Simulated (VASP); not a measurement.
# BaTiO3 (P1) in VASP: single point with PBE

Aim: the single point of BaTiO3 with PBE.

Everything below comes from runs of VASP 6.6.1. Logs are shortened: lines on timing, memory, paths and dates and some standing lists are left out, and cuts for length are marked.

## (1) The cell of the first run

The typed cell holds 5 atoms: a = 3.977 Å, b = 3.974 Å, c = 4.117 Å, α = 89.26°, β = 89.84°, γ = 89.52°.

## (2) Single point, PBE

The input, INCAR:

```
PREC = Accurate ; ENCUT = 600
EDIFF = 1E-6 ; ISMEAR = 0
SIGMA = 0.1 ; LREAL = F
LASPH = T ; NELM = 120
ALGO = Normal ; ISIF = 2
LWAVE = F ; LCHARG = F
GGA = PE ; NBANDS = 28
GGA_COMPAT = F
```

The input, KPOINTS:

```
regular mesh
0
Gamma
  4 4 4
```

The input, POSCAR:

```
BaTiO3
1.0
    3.9767756054      0.0223796448      0.0049991148
    0.0110756107      3.9738183237      0.0666126655
    0.0062280871     -0.0156227227      4.1173015862
Ba Ti O
1 1 3
Direct
    0.0251353124     -0.0069277156      0.0004879814
    0.5060590910      0.4882700235      0.5000307116
    0.4999867614      0.4739101609      0.0151308861
    0.0089284166      0.4907009088      0.4974493620
    0.5075129633     -0.0038859363      0.4963907240
```

Potentials or basis: VASP PAW PBE potentials, release 64 (Ba_sv, Ti_sv, O).

On the command line:

```
$ cat potpaw_PBE.64/Ba_sv/POTCAR potpaw_PBE.64/Ti_sv/POTCAR potpaw_PBE.64/O/POTCAR > POTCAR
$ mpirun -np 1 vasp_std > vasp.out
```

OUTCAR:

```text
PREC = Accurate
   ENCUT = 600
   EDIFF = 1E-6
   ISMEAR = 0
   LREAL = F
   LASPH = T
   NELM = 120
   ISIF = 2
   GGA = PE

 ion  position               nearest neighbor table
   1  0.025  0.993  0.000-   3 2.70   3 2.79   5 2.81   3 2.82   5 2.82   4 2.84   4 2.85   4 2.86
                             5 2.90   4 2.90   5 2.93   3 2.95   2 3.42   2 3.43   2 3.46   2 3.46
   2  0.506  0.488  0.500-   5 1.96   4 1.98   3 2.00   4 2.00   5 2.02   3 2.12   1 3.42   1 3.43
                             1 3.46   1 3.46   1 3.50   1 3.52   1 3.53   1 3.57
   3  0.500  0.474  0.015-   2 2.00   2 2.12   1 2.70   1 2.79   1 2.82   1 2.95
   4  0.009  0.491  0.497-   2 1.98   2 2.00   1 2.84   1 2.85   1 2.86   1 2.90
   5  0.508  0.996  0.496-   2 1.96   2 2.02   1 2.81   1 2.82   1 2.90   1 2.93

  LATTYP: Found a triclinic cell.
 ALAT       =     3.9743920272
 B/A-ratio  =     1.0359662328
 C/A-ratio  =     1.0006163688
 COS(alpha) =     0.0027483178
 COS(beta)  =     0.0084344455
 COS(gamma) =     0.0129707135

  Lattice vectors:

 A1 = (   0.0110756107,   3.9738183237,   0.0666126655)
 A2 = (   0.0062280871,  -0.0156227227,   4.1173015862)
 A3 = (   3.9767756054,   0.0223796448,   0.0049991148)

Analysis of symmetry for initial positions (statically):
=====================================================================
 Subroutine PRICEL returns:
 Original cell was already a primitive cell.

 Routine SETGRP: Setting up the symmetry group for a
 triclinic supercell.

 Subroutine GETGRP returns: Found  1 space group operations
 (whereof  1 operations were pure point group operations)
 out of a pool of  2 trial point group operations.

The static configuration has the point symmetry C_1 .

Analysis of symmetry for dynamics (positions and initial velocities):
=====================================================================
 Subroutine PRICEL returns:
 Original cell was already a primitive cell.

 Routine SETGRP: Setting up the symmetry group for a
 triclinic supercell.

 Subroutine GETGRP returns: Found  1 space group operations
 (whereof  1 operations were pure point group operations)
 out of a pool of  2 trial point group operations.

The dynamic configuration has the point symmetry C_1 .

 Subroutine INISYM returns: Found  1 space group operations
 (whereof  1 operations are pure point group operations),
 and found     1 'primitive' translations

[... 100 lines left out ...]
   EDIFF  = 0.1E-05   stopping-criterion for ELM
   LREAL  =      F    real-space projection
   EDIFFG = 0.1E-04   stopping-criterion for IOM
   NSW    =      0    number of steps for IOM
   IBRION =     -1    ionic relax: 0-MD 1-quasi-New 2-CG
   NFREE  =      0    steps in history (QN), initial steepest desc. (CG)
   ISIF   =      2    stress and relaxation
   ISYM   =      2    0-nonsym 1-usesym 2-fastsym
   POTIM  = 0.5000    time-step for ionic-motion
   TEBEG  =    0.0;   TEEND  =   0.0 temperature during run
   PSTRESS=    0.0 pullay stress
   NELECT =      40.0000    total number of electrons
   NUPDOWN=      -1.0000    fix difference up-down
   EMIN   =  10.00;   EMAX   =-10.00  energy-range for DOS
   EFERMI =   0.00;   METHOD = LEGACY
   ISMEAR =     0;   SIGMA  =   0.10  broadening in eV -4-tet -1-fermi 0-gaus
   EFERMI_NEDOS =   21; number of points for ismear=-14 and -15
   IALGO  =     38    algorithm
   IMIX   =      4    mixing-type and parameters
     AMIX     =   0.40;   BMIX     =  1.00
     AMIX_MAG =   1.60;   BMIX_MAG =  1.00
  volume/ion in A,a.u.               =      13.01        87.82
  Fermi-wavevector in a.u.,A,eV,Ry     =   1.391995  2.630488 26.363315  1.937649
  Thomas-Fermi vector in A             =   2.515780
   LORBIT       =      0    0 simple, 1 ext, 2 COOP (PROOUT), +10 PAW based schemes
   GGA     = PE    functional components
   LHFCALC =     F    Hartree Fock is set to
   AEXX    =    0.0000 exact exchange contribution
   IVDW    =     0    specifies the selected vdW correction
   LEPSILON=     F    determine dielectric tensor
   LRPA    =     F    only Hartree local field effects (RPA)
 non-spin polarized calculation
 Gauss-broadening in eV      SIGMA  =   0.10
  energy-cutoff  :      600.00
  volume of cell :       65.07
 maximum number of plane-waves:      2204
   NGX = 15   NGY = 15   NGZ = 17

 number of electron      40.0000006 magnetization

 Free energy of the ion-electron system (eV)
  ---------------------------------------------------
  ext. energy  EPLUGINS =         0.00000000
  ---------------------------------------------------
  free energy    TOTEN  =       -39.88267873 eV

  energy without entropy =      -39.88267873  energy(sigma->0) =      -39.88267873

 E-fermi :   4.3603     XC(G=0): -11.1774

 val. band max:        3.7792381689   @ k =   0.5000   0.5000   0.5000
 cond. band min:       5.4187685169   @ k =   0.0000   0.0000   0.0000
 fundamental gap:      1.6395303480
 Fermi energy:         4.3603373439

 k-point     1 :       0.0000    0.0000    0.0000
  band No.  band energies     occupation
      1     -52.9772      2.00000
      2     -29.1917      2.00000
      3     -29.1846      2.00000
      4     -29.1778      2.00000
      5     -21.1231      2.00000
      6     -13.1679      2.00000
[... 733 lines left out ...]
     27      11.2347      0.00000
     28      11.7804      0.00000

 [... further k-points ...]

------------------------ aborting loop because EDIFF is reached ----------------------------------------

  FORCE on cell =-STRESS in cart. coord.  units (eV):
  Direction    XX          YY          ZZ          XY          YZ          ZX
  --------------------------------------------------------------------------------------
  -------------------------------------------------------------------------------------
  Total        1.6033855      1.7499854     -0.7804630     -0.3209194     -0.6953934     -0.1612799
  in kB       39.4799602     43.0896727    -19.2172435     -7.9019578    -17.1225848     -3.9711743
  external PRESSURE =      21.1174632 kB  Pullay stress =       0.0000000 kB

 VOLUME and BASIS-vectors are now :
 -----------------------------------------------------------------------------
  energy-cutoff  :      600.00
  volume of cell :       65.07
      direct lattice vectors                 reciprocal lattice vectors
     3.976775605  0.022379645  0.004999115     0.251464391 -0.000694447 -0.000383016
     0.011075611  3.973818324  0.066612666    -0.001417301  0.251635045  0.000956950
     0.006228087 -0.015622723  4.117301586    -0.000282391 -0.004070290  0.242862503

 POSITION                                       TOTAL-FORCE (eV/Angst)
 -----------------------------------------------------------------------------------
      0.11096      3.94684      0.06829        -0.482957     -0.134430      0.051305
      2.02101      1.94381      2.09383         0.171147     -0.129766     -0.487661
      1.99368      1.89419      0.09637         0.273570      0.486280     -0.287226
      0.04404      1.94238      2.08088        -0.059304      0.151510      0.347064
      2.03239      3.96198      2.11268         0.097544     -0.373594      0.376518
 -----------------------------------------------------------------------------------
    total drift:                                0.000215      0.000240     -0.000351

  FREE ENERGIE OF THE ION-ELECTRON SYSTEM (eV)
  ---------------------------------------------------
  free  energy   TOTEN  =       -39.8826787304 eV

  energy  without entropy=      -39.8826787304  energy(sigma->0) =      -39.88267873
```

stdout:

```text
POSCAR found type information on POSCAR BaTiO
 POSCAR found :  3 types and       5 ions
 scaLAPACK will be used
 LDA part: xc-table for (Slater+PW92), standard interpolation
 POSCAR, INCAR and KPOINTS ok, starting setup
 FFT: planning ... GRIDC
 FFT: planning ... GRID_SOFT
 FFT: planning ... GRID
 WAVECAR not read
 entering main loop
```

It took 2.5 min on 1 thread of Oxide Virtual Turin-like, shared host; peak memory 0.2 GiB.

Results:

```yaml
Free_energy: -39.8827 eV
Pressure: 2.1 GPa
Largest_force: 0.628 eV/Å
Band_gap_on_the_k_mesh: 1.64 eV (least direct gap 1.82 eV)
```

Forces on the atoms (eV/Å):
```
Ba  -0.483 -0.134  0.051
Ti   0.171 -0.130 -0.488
O    0.274  0.486 -0.287
O   -0.059  0.152  0.347
O    0.098 -0.374  0.377
```

Stress tensor (GPa, compression positive):
```
 3.95 -0.79 -0.40
-0.79  4.31 -1.71
-0.40 -1.71 -1.92
```

Caveat: the stress differs along the axes, from -2 to 4 GPa; spin-orbit coupling is left out, which moves the levels of the heavy elements. PBE gaps usually lie below the measured ones, often by a third to a half.
